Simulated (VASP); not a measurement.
Wanted: the native input for a VASP 6.6.1 run.

```
Task                   : single point
Functional             : PBE
Potentials or basis    : VASP PAW PBE potentials, release 64 (Ga_d, As)
Cutoff                 : 520 eV
k mesh                 : 8 × 8 × 8
Occupations            : fermi-dirac, width 0.02 eV
Spin                   : no spin polarisation
Dipole correction      : no
Further INCAR settings : ALGO = Normal; EDIFF = 1e-06; NBANDS = 16
```

The structure of GaAs lies in POSCAR:

```
GaAs
1.0
    0.0000000000      2.8330850955      2.8330850955
    2.8330850955      0.0000000000      2.8330850955
    2.8330850955      2.8330850955      0.0000000000
Ga As
1 1
Direct
    0.0000000000      0.0000000000      0.0000000000
    0.2500000000      0.2500000000      0.2500000000
```

One way to write it, as run:

INCAR

```
SYSTEM = GaAs
PREC = Accurate
ENCUT = 520
EDIFF = 1E-6
ISMEAR = -1
SIGMA = 0.02
LREAL = .False.
LASPH = .True.
NELM = 80
ALGO = Normal
ISIF = 2
LWAVE = .False.
LCHARG = .False.
GGA = PE
NBANDS = 16
```

KPOINTS

```
Automatic mesh
0
Gamma
  8 8 8
  0 0 0
```

Potentials or basis: VASP PAW PBE potentials, release 64 (Ga_d, As).

Run with:

```console
$ cat potpaw_PBE.64/Ga_d/POTCAR potpaw_PBE.64/As/POTCAR > POTCAR
$ mpirun -np 1 vasp_std > vasp.out
```

Results of the run:

```json
{
 "Pressure": "2.9 GPa",
 "Band gap on the k mesh": "0.47 eV, direct"
}
```

It took 14 s on 1 thread of Intel(R) Xeon(R) Platinum 8559C (Emerald Rapids), with other jobs on the host, peak memory 0.16 GiB.
